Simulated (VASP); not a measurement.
**Mn: single point with r2SCAN**

Mn:

```
Mn
1.0
    -1.41616    1.41616    1.41616
     1.41616   -1.41616    1.41616
     1.41616    1.41616   -1.41616
Mn
1
Direct
  0.00000 0.00000 0.00000
```

This isn't the form of Mn at room conditions, which is a 58-atom cubic cell.

| Property | Result |
| --- | --- |
| Program | VASP 6.6.1 |
| Task | single point |
| Functional | r2SCAN |
| Potentials or basis | VASP PAW PBE potentials, release 64 (Mn_pv) |
| Cutoff | 520 eV |
| k mesh | 18 × 18 × 18 |
| Occupations | fermi-dirac, width 0.1 eV |
| Spin | no spin polarisation |
| Dipole correction | no |
| Further INCAR settings | ALGO = Normal; EDIFF = 1e-06; NBANDS = 12 |

The pressure is -19.6 GPa and the band gap on the k mesh is zero (an odd number of electrons rules out a gap without spin polarisation).

Levels at points of the mesh, in eV from the Fermi level:
| k point | band 2 | band 3 | band 4 | band 5 | band 6 | band 7 | band 8 | band 9 | band 10 | band 11 |
| --- | --- | --- | --- | --- | --- | --- | --- | --- | --- | --- |
| (0.00, 0.00, 0.00) | -49.85 | -49.85 | -8.94 | -1.65 | -1.65 | -1.65 | 0.49 | 0.49 | 24.07 | 24.07 |
| (0.50, 0.00, 0.00) | -50.06 | -49.85 | -4.92 | -3.05 | 0.38 | 0.40 | 0.76 | 1.69 | 8.98 | 18.20 |
| (0.50, 0.50, 0.50) | -50.31 | -50.31 | -4.55 | -4.55 | 1.35 | 1.35 | 1.35 | 10.49 | 10.49 | 10.49 |

It took 110 s on 1 thread of Intel Xeon 8259CL (shared host), peak memory 0.14 GiB.

Caveat: the cell stands under tension; the PAW data sets were made with another functional, which shifts forces and pressure a little; the run has no spin polarisation, though such a crystal can be magnetic. Spin polarisation is off, so any magnetic state and its effect on volume and gap are missing.
